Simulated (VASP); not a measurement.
Runs of VASP 6.6.1 on Zn. The structure is that of space group P6_3/mmc (No. 194), or close to it. The cells are those of the table. 

```csv
cell,further INCAR settings,gap on the mesh (eV),pressure (GPa)
"a = 2.665, b = 2.665, c = 4.551 Å, angles 90.0, 90.0, 120.0°, 2 atoms",ALGO = Fast; EDIFF = 1e-06; NBANDS = 19,none,5.5
"a = 2.558, b = 2.558, c = 4.749 Å, angles 90.0, 90.0, 120.0°, 2 atoms",ALGO = Fast; EDIFF = 1e-06; NBANDS = 19,none,13.3
"a = 2.558, b = 2.558, c = 4.551 Å, angles 90.0, 90.0, 120.0°, 2 atoms",ALGO = Fast; EDIFF = 1e-06; NBANDS = 19,none,17.6
"a = 2.665, b = 2.665, c = 4.749 Å, angles 90.0, 90.0, 120.0°, 2 atoms",ALGO = Fast; EDIFF = 1e-07; NBANDS = 19,none,(b)
"a = 2.452, b = 2.452, c = 5.342 Å, angles 90.0, 90.0, 120.0°, 2 atoms",ALGO = Fast; EDIFF = 1e-06; NBANDS = 19,none,(a)
```

Alike in all rows: task single point; level PBE; potentials or basis VASP PAW PBE potentials, release 64 (Zn); no spin polarisation; k mesh 24 × 24 × 10; cutoff (eV) 520; smearing gaussian 0.15 eV.

Q: Fill in the values left out.

A: (a) 16.4; (b) 2.6.

A gap of «none» marks levels without a gap at the run's occupations.
